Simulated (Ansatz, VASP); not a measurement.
One calculation of ZnS, two programs

```xyz
4
Lattice="3.8065 0.0000 0.0000 -1.9033 3.2965 0.0000 0.0000 0.0000 6.2448" Properties=species:S:1:pos:R:3 pbc="T T T"
Zn    0.0000    2.1977    0.0021
Zn    1.9033    1.0988    3.1246
S     0.0000    2.1977    2.3397
S     1.9033    1.0988    5.4621
```

Alike in both runs: task single point; functional r2SCAN; k mesh 6 × 6 × 4; occupations gaussian, width 0.02 eV; no spin polarisation.

```csv
,VASP,Ansatz
version,VASP 6.6.1,Ansatz 0.2.0
potentials or method,"VASP PAW PBE potentials, release 64 (Zn, S), cutoff 520 eV","scalar-relativistic, plane waves, PAW"
valence electrons in the cell,36,36
```

```tsv
	VASP	Ansatz	Ansatz less VASP
gap on the k mesh at the Fermi level (eV)	2.79	2.78	-0.010
least direct gap on the mesh (eV)	2.79	2.78	-0.010
pressure (GPa)	0.1	0.0	-0.09
```

VASP's potentials were made for PBE, not for r2SCAN.
